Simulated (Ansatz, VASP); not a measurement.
# Two plane-wave programs on Ga3Se

INCAR

```
SYSTEM = Ga3Se
  PREC = Accurate
  ENCUT = 520
  EDIFF = 1E-7
  ISMEAR = 1
  SIGMA = 0.1
  LREAL = .FALSE.
  LASPH = .TRUE.
  NELM = 100
  ALGO = Normal
  ISIF = 2
  LWAVE = .FALSE.
  LCHARG = .TRUE.
  GGA = PS
  LELF = .TRUE.
  LVHAR = .TRUE.
  NBANDS = 30
```

Contents of KPOINTS:

```
regular mesh
0
G
  5 5 5
  0 0 0
```

POSCAR

```
Ga3Se
1.0
    4.4324650000      0.0000000000      0.0000000000
    0.0000000000      4.4324650000      0.0000000000
    0.0000000000      0.0000000000      4.4324650000
Ga Se
3 1
Direct
    0.0000000000      0.5000000000      0.5000000000
    0.5000000000      0.0000000000      0.5000000000
    0.5000000000      0.5000000000      0.0000000000
    0.0000000000      0.0000000000      0.0000000000
```

Input for Ansatz:

```yaml
crystal:
  lattice:
    - [4.432465, 0.0, 0.0]
    - [0.0, 4.432465, 0.0]
    - [0.0, 0.0, 4.432465]
  atoms:
    - { symbol: Ga, position: [0.0, 0.5, 0.5] }
    - { symbol: Ga, position: [0.5, 0.0, 0.5] }
    - { symbol: Ga, position: [0.5, 0.5, 0.0] }
    - { symbol: Se, position: [0.0, 0.0, 0.0] }
kpoints:
  mp_grid:
    grid: [5, 5, 5]
hamiltonian:
  xc: pbesol
scf:
  convergence:
    dr2_threshold: 1.0e-08
  occupations:
    method: cold
output:
  stress: true
```

Alike in both runs: task single point; functional PBEsol; k mesh 5 × 5 × 5; no spin polarisation.

|  | VASP | Ansatz |
| --- | --- | --- |
| version | VASP 6.6.1 | Ansatz 0.2.0 |
| potentials or method | VASP PAW PBE potentials, release 64 (Ga_d, Se) | plane waves, PAW |
| plane-wave cutoff (eV) | 520 | 420 |
| occupations | methfessel-paxton of order 1, width 0.1 eV | cold |
| valence electrons in the cell | 45 | 55 |

|  | VASP | Ansatz | Ansatz less VASP |
| --- | --- | --- | --- |
| pressure (GPa) | -3.3 | -3.3 | -0.01 |

VASP's potentials were made for PBE, not for PBEsol. VASP's potentials hold 45 valence electrons a cell and Ansatz's 55, so a difference there can come from the potentials and not from the codes. Ansatz's warnings: stress scf threshold loose.
